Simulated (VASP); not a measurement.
# PtS2 (m.A) in VASP: a series of runs

PtS2 (m.A) is run at these levels: PBE+D3(BJ); tasks: single point.

All numbers are computed with VASP 6.6.1; they aren't measurements. Logs are shortened: lines on timing, memory, paths and dates and some standing lists are left out, and cuts for length are marked.

## (1) The cell of the first run

The cell holds a sheet with vacuum, 3 atoms: a = 3.560 Å, b = 3.560 Å, c = 16.460 Å, α = 90.00°, β = 90.00°, γ = 120.00°.

## (2) Single point, PBE+D3(BJ)

File INCAR:

```
SYSTEM = PtS2
ALGO = Normal ; DIPOL = 0.5 0.5 0.500
EDIFF = 1E-6 ; ENCUT = 400
GGA = PE ; GGA_COMPAT = .False.
IDIPOL = 3 ; ISIF = 2
ISMEAR = 0 ; IVDW = 12
LASPH = .True. ; LCHARG = .False.
LDIPOL = .True. ; LREAL = .False.
LWAVE = .False. ; NBANDS = 18
NELM = 120 ; NELMDL = -8
PREC = Accurate ; SIGMA = 0.03
```

File KPOINTS:

```
k-points
0
Gamma
  12 12 1
  0 0 0
```

File POSCAR:

```
PtS2
1.0
    3.5600000000      0.0000000000      0.0000000000
   -1.7800000000      3.0830504375      0.0000000000
    0.0000000000      0.0000000000     16.4600000000
S Pt
2 1
Direct
    0.3333330000      0.6666670000      0.4252733900
    0.6666670000      0.3333330000      0.5747266100
    0.0000000000      0.0000000000      0.5000000000
```

Potentials or basis: VASP PAW PBE potentials, release 64 (S, Pt).

The run is started by

```console
$ cat potpaw_PBE.64/S/POTCAR potpaw_PBE.64/Pt/POTCAR > POTCAR
$ mpirun -np 1 vasp_std > vasp.out
```

OUTCAR:

```text
SYSTEM = PtS2
   EDIFF = 1E-6
   ENCUT = 400
   GGA = PE
   ISIF = 2
   ISMEAR = 0
   IVDW = 12
   LASPH = .True.
   LREAL = .False.
   NELM = 120
   NELMDL = -8
   PREC = Accurate
 IVDW          = 12

 ion  position               nearest neighbor table
   1  0.333  0.667  0.425-   3 2.40   3 2.40   3 2.40
   2  0.667  0.333  0.575-   3 2.40   3 2.40   3 2.40
   3  0.000  0.000  0.500-   1 2.40   2 2.40   2 2.40   1 2.40   2 2.40   1 2.40

  LATTYP: Found a hexagonal cell.
 ALAT       =     3.5600000000
 C/A-ratio  =     4.6235955056

  Lattice vectors:

 A1 = (   3.5600000000,   0.0000000000,   0.0000000000)
 A2 = (  -1.7800000000,   3.0830504375,   0.0000000000)
 A3 = (   0.0000000000,   0.0000000000,  16.4600000000)

Analysis of symmetry for initial positions (statically):
=====================================================================
 Subroutine PRICEL returns:
 Original cell was already a primitive cell.

 Routine SETGRP: Setting up the symmetry group for a
 hexagonal supercell.

 Subroutine GETGRP returns: Found 12 space group operations
 (whereof 12 operations were pure point group operations)
 out of a pool of 24 trial point group operations.

The static configuration has the point symmetry D_3d.

Analysis of symmetry for dynamics (positions and initial velocities):
=====================================================================
 Subroutine PRICEL returns:
 Original cell was already a primitive cell.

 Routine SETGRP: Setting up the symmetry group for a
 hexagonal supercell.

 Subroutine GETGRP returns: Found 12 space group operations
 (whereof 12 operations were pure point group operations)
 out of a pool of 24 trial point group operations.

The dynamic configuration has the point symmetry D_3d.

 Subroutine INISYM returns: Found 12 space group operations
 (whereof 12 operations are pure point group operations),
 and found     1 'primitive' translations

----------------------------------------------------------------------------------------

                                     Primitive cell

  volume of cell :     180.6594

  direct lattice vectors                    reciprocal lattice vectors
     3.560000000  0.000000000  0.000000000     0.280898876  0.162177042  0.000000000
    -1.780000000  3.083050437  0.000000000     0.000000000  0.324354084  0.000000000
     0.000000000  0.000000000 16.460000000     0.000000000  0.000000000  0.060753341

  length of vectors
     3.560000000  3.560000000 16.460000000     0.324354084  0.324354084  0.060753341

  position of ions in fractional coordinates (direct lattice)
     0.333333000  0.666667000  0.425273390
     0.666667000  0.333333000  0.574726610
     0.000000000  0.000000000  0.500000000

  ion indices of the primitive-cell ions
   primitive index   ion index
                 1           1
                 2           2
                 3           3

----------------------------------------------------------------------------------------

 KPOINTS: k-points

Automatic generation of k-mesh.
 Grid dimensions read from file:
 generate k-points for:   12   12    1

 Generating k-lattice:

  Cartesian coordinates                     Fractional coordinates (reciprocal lattice)
     0.023408240  0.013514753  0.000000000     0.083333333  0.000000000  0.000000000
     0.000000000  0.027029507  0.000000000     0.000000000  0.083333333  0.000000000
     0.000000000  0.000000000  0.060753341     0.000000000  0.000000000  1.000000000

  Length of vectors
     0.027029507  0.027029507  0.060753341

  Shift w.r.t. Gamma in fractional coordinates (k-lattice)
     0.000000000  0.000000000  0.000000000

 Subroutine IBZKPT returns following result:
 ===========================================

 Found     19 irreducible k-points:

 Following reciprocal coordinates:
            Coordinates               Weight
  0.000000  0.000000  0.000000      1.000000
  0.083333  0.000000  0.000000      6.000000
  0.166667  0.000000  0.000000      6.000000
  0.250000  0.000000  0.000000      6.000000
  0.333333  0.000000  0.000000      6.000000
  0.416667  0.000000  0.000000      6.000000
[... 11 lines left out ...]
  0.333333  0.250000  0.000000     12.000000
  0.333333  0.333333  0.000000      2.000000
   k-points           NKPTS =     19   k-points in BZ     NKDIM =     19   number of bands    NBANDS=     18
   number of dos      NEDOS =    301   number of ions     NIONS =      3
   total plane-waves  NPLWV =  62208
   dimension x,y,z NGX =    24 NGY =   24 NGZ =  108
   dimension x,y,z NGXF=    48 NGYF=   48 NGZF=  216
   ions per type =               2   1
   NGX,Y,Z   is equivalent  to a cutoff of  11.21, 11.21, 10.91 a.u.
   NGXF,Y,Z  is equivalent  to a cutoff of  22.42, 22.42, 21.82 a.u.
 SYSTEM =  PtS2
   PREC   = accura    normal or accurate (medium, high low for compatibility)
   ISTART =      0    job   : 0-new  1-cont  2-samecut
   ICHARG =      2    charge: 1-file 2-atom 10-const
   ISPIN  =      1    spin polarized calculation?
   LNONCOLLINEAR =      F non collinear calculations
   LSORBIT =      F    spin-orbit coupling
   LASPH  =      T    aspherical Exc in radial PAW
   ENCUT  =  400.0 eV  29.40 Ry    5.42 a.u.   5.81  5.81 26.84*2*pi/ulx,y,z
   NELM   =    120;   NELMIN=  2; NELMDL= -8     # of ELM steps
   EDIFF  = 0.1E-05   stopping-criterion for ELM
   LREAL  =      F    real-space projection
   EDIFFG = 0.1E-04   stopping-criterion for IOM
   NSW    =      0    number of steps for IOM
   IBRION =     -1    ionic relax: 0-MD 1-quasi-New 2-CG
   NFREE  =      0    steps in history (QN), initial steepest desc. (CG)
   ISIF   =      2    stress and relaxation
   ISYM   =      2    0-nonsym 1-usesym 2-fastsym
   POTIM  = 0.5000    time-step for ionic-motion
   TEBEG  =    0.0;   TEEND  =   0.0 temperature during run
   PSTRESS=    0.0 pullay stress
   NELECT =      22.0000    total number of electrons
   NUPDOWN=      -1.0000    fix difference up-down
   EMIN   =  10.00;   EMAX   =-10.00  energy-range for DOS
   EFERMI =   0.00;   METHOD = LEGACY
   ISMEAR =     0;   SIGMA  =   0.03  broadening in eV -4-tet -1-fermi 0-gaus
   EFERMI_NEDOS =   21; number of points for ismear=-14 and -15
   IALGO  =     38    algorithm
   IMIX   =      4    mixing-type and parameters
     AMIX     =   0.40;   BMIX     =  1.00
     AMIX_MAG =   1.60;   BMIX_MAG =  1.00
  volume/ion in A,a.u.               =      60.22       406.38
  Fermi-wavevector in a.u.,A,eV,Ry     =   0.811451  1.533420  8.958791  0.658453
  Thomas-Fermi vector in A             =   1.920813
   LORBIT       =      0    0 simple, 1 ext, 2 COOP (PROOUT), +10 PAW based schemes
   GGA     = PE    functional components
   LHFCALC =     F    Hartree Fock is set to
   AEXX    =    0.0000 exact exchange contribution
   IVDW    =    12    specifies the selected vdW correction
   LEPSILON=     F    determine dielectric tensor
   LRPA    =     F    only Hartree local field effects (RPA)
 non-spin polarized calculation
 Gauss-broadening in eV      SIGMA  =   0.03
  energy-cutoff  :      400.00
  volume of cell :      180.66
 maximum number of plane-waves:      3302
 NGX is ok and might be reduce to    24
   NGX = 11   NGY = 11   NGZ = 53

 dipolmoment           0.000000      0.000000     -0.000000 electrons x Angstroem

 number of electron      21.9999994 magnetization

 dipolmoment           0.000000      0.000000      0.000000 electrons x Angstroem

 Free energy of the ion-electron system (eV)
  ---------------------------------------------------
  ext. energy  EPLUGINS =         0.00000000
  ---------------------------------------------------
  free energy    TOTEN  =       -15.45708984 eV

  energy without entropy =      -15.45708984  energy(sigma->0) =      -15.45708984

 E-fermi :  -2.4650     XC(G=0):  -3.9711

 val. band max:       -2.6361824315   @ k =   0.1667   0.1667   0.0000
 cond. band min:      -0.8381680550   @ k =   0.2500   0.0000   0.0000
 fundamental gap:      1.7980143765
 Fermi energy:        -2.4650210104

 k-point     1 :       0.0000    0.0000    0.0000
  band No.  band energies     occupation
      1     -16.6465      2.00000
      2     -14.4215      2.00000
      3      -8.1819      2.00000
      4      -8.1819      2.00000
      5      -7.8383      2.00000
      6      -5.4968      2.00000
[... 10 lines left out ...]
     17       3.9365      0.00000
     18       5.3378      0.00000

 k-point     2 :       0.0833    0.0000    0.0000
  band No.  band energies     occupation
      1     -16.5602      2.00000
      2     -14.4418      2.00000
      3      -8.1721      2.00000
      4      -8.1273      2.00000
      5      -7.7596      2.00000
      6      -5.6295      2.00000
[... 10 lines left out ...]
     17       4.1028      0.00000
     18       5.3351      0.00000

 k-point     3 :       0.1667    0.0000    0.0000
  band No.  band energies     occupation
      1     -16.3120      2.00000
      2     -14.4977      2.00000
      3      -8.1267      2.00000
      4      -7.9810      2.00000
      5      -7.5375      2.00000
      6      -6.0671      2.00000
[... 10 lines left out ...]
     17       4.5811      0.00000
     18       5.3249      0.00000

 k-point     4 :       0.2500    0.0000    0.0000
  band No.  band energies     occupation
      1     -15.9372      2.00000
      2     -14.5739      2.00000
      3      -8.0488      2.00000
      4      -7.7992      2.00000
      5      -7.2845      2.00000
      6      -6.6524      2.00000
[... 270 lines left out ...]
      4      -7.7244      2.00000
      5      -7.1959      2.00000
      6      -6.3595      2.00000
[... 10 lines left out ...]
     17       6.8624      0.00000
     18       6.9182      0.00000

 k-point    18 :       0.3333    0.2500    0.0000
  band No.  band energies     occupation
      1     -14.8170      2.00000
      2     -14.7293      2.00000
      3      -8.3108      2.00000
      4      -7.7543      2.00000
      5      -7.2942      2.00000
      6      -6.1673      2.00000
[... 10 lines left out ...]
     17       6.7194      0.00000
     18       7.1563      0.00000

 k-point    19 :       0.3333    0.3333    0.0000
  band No.  band energies     occupation
      1     -14.7392      2.00000
      2     -14.7392      2.00000
      3      -7.9894      2.00000
      4      -7.7702      2.00000
      5      -7.7702      2.00000
      6      -6.0736      2.00000
[... 10 lines left out ...]
     17       6.7904      0.00000
     18       6.8498      0.00000

------------------------ aborting loop because EDIFF is reached ----------------------------------------

 vacuum level on the upper side and lower side of the slab       (xc-potential included)        -0.198        -0.198

 Edisp (eV)   -0.82231

 E8    (eV) :    -0.3534

  FORCE on cell =-STRESS in cart. coord.  units (eV):
  Direction    XX          YY          ZZ          XY          YZ          ZX
  --------------------------------------------------------------------------------------
  -------------------------------------------------------------------------------------
  Total      -0.53493    -0.53493    -0.07598     0.00000     0.00000     0.00000
  in kB      -4.74403    -4.74403    -0.67385     0.00000     0.00000     0.00000
  external pressure =       -3.39 kB  Pullay stress =        0.00 kB

 VOLUME and BASIS-vectors are now :
 -----------------------------------------------------------------------------
  energy-cutoff  :      400.00
  volume of cell :      180.66
      direct lattice vectors                 reciprocal lattice vectors
     3.560000000  0.000000000  0.000000000     0.280898876  0.162177042  0.000000000
    -1.780000000  3.083050437  0.000000000     0.000000000  0.324354084  0.000000000
     0.000000000  0.000000000 16.460000000     0.000000000  0.000000000  0.060753341

 POSITION                                       TOTAL-FORCE (eV/Angst)
 -----------------------------------------------------------------------------------
     -0.00000      2.05537      7.00000        -0.000000      0.000000      0.020756
      1.78000      1.02768      9.46000         0.000000      0.000000     -0.020756
      0.00000      0.00000      8.23000         0.000000      0.000000      0.000000
 -----------------------------------------------------------------------------------
    total drift:                                0.000000      0.000000      0.000000

  FREE ENERGIE OF THE ION-ELECTRON SYSTEM (eV)
  ---------------------------------------------------
  free  energy   TOTEN  =       -16.2793988457 eV

  energy  without entropy=      -16.2793988457  energy(sigma->0) =      -16.27939885

 vacuum level on the upper side and lower side of the slab         3.514         3.514
```

It took 44 s on 1 thread of Intel Xeon Platinum 8375C at 2.90GHz (Ice Lake), shared host; peak memory 0.25 GiB.

Results:

```yaml
Free_energy: -16.2794 eV
Largest_force: 0.021 eV/Å
Band_gap_on_the_k_mesh: 1.80 eV, indirect (least direct gap 1.94 eV)
Dispersion_energy_per_atom: -0.274 eV
```

Forces on the atoms (eV/Å):
```
S    0.000  0.000  0.021
S    0.000  0.000 -0.021
Pt   0.000  0.000  0.000
```

Caveat: spin-orbit coupling is left out, which moves the levels of the heavy elements.

## (3) Single point, PBE+D3(BJ)

This run uses another cell than the first one, of 103.98 Å³/atom, 1.727 times its volume.

File INCAR:

```
ALGO     = Normal         # electronic algorithm
DIPOL    = 0.5 0.5 0.287
EDIFF    = 1E-6           # SCF threshold, eV
ENCUT    = 400            # plane-wave cutoff, eV
GGA      = PE             # functional
GGA_COMPAT= F            
IDIPOL   = 3            
ISIF     = 2              # what is computed and relaxed
ISMEAR   = 0              # smearing method
IVDW     = 12             # dispersion correction
LASPH    = T              # aspherical terms in the spheres
LCHARG   = F              # write CHGCAR
LDIPOL   = T            
LREAL    = F              # projectors in reciprocal space
LWAVE    = F              # write WAVECAR
NBANDS   = 18             # bands
NELM     = 120            # most SCF steps
NELMDL   = -8           
PREC     = Accurate       # precision mode
SIGMA    = 0.03           # smearing width, eV
```

File KPOINTS:

```
k-points
0
Gamma
  12 12 1
```

File POSCAR:

```
PtS2
1.0
    3.5414557671      0.0000000000      0.0000000000
   -1.7707278836      3.0669906607      0.0000000000
    0.0000000000      0.0000000000     28.7200000024
S Pt
2 1
Direct
    0.3333333333      0.6666666667      0.2433204643
    0.6666666667      0.3333333333      0.3297993128
    0.0000000000      0.0000000000      0.2865598886
```

Potentials or basis: VASP PAW PBE potentials, release 64 (S, Pt).

The run is started by

```console
$ cat potpaw_PBE.64/S/POTCAR potpaw_PBE.64/Pt/POTCAR > POTCAR
$ mpirun -np 1 vasp_std > vasp.out
```

Wall time 97 s (1 thread of Intel Xeon Platinum 8375C at 2.90GHz (Ice Lake), shared host); peak memory 0.34 GiB.

Results (log left out):

```
Free energy                : -16.2801 eV
Largest force              : 0.039 eV/Å
Band gap on the k mesh     : 1.83 eV, indirect (least direct gap 1.97 eV)
Dispersion energy per atom : -0.276 eV
```

Forces in eV/Å, atoms in the order of the input:
```
S    0.000  0.000  0.039
S    0.000  0.000 -0.039
Pt   0.000  0.000  0.000
```

Levels at points of the mesh, in eV from the valence-band top:
```csv
k point,band 9,band 10,band 11,band 12,band 13,band 14
"(0.00, 0.00, 0.00)",-0.69,-0.22,-0.22,3.25,3.25,5.43
"(0.50, 0.00, 0.00)",-1.94,-1.67,-1.42,2.90,3.03,5.55
```

Caveat: spin-orbit coupling is left out, which moves the levels of the heavy elements.
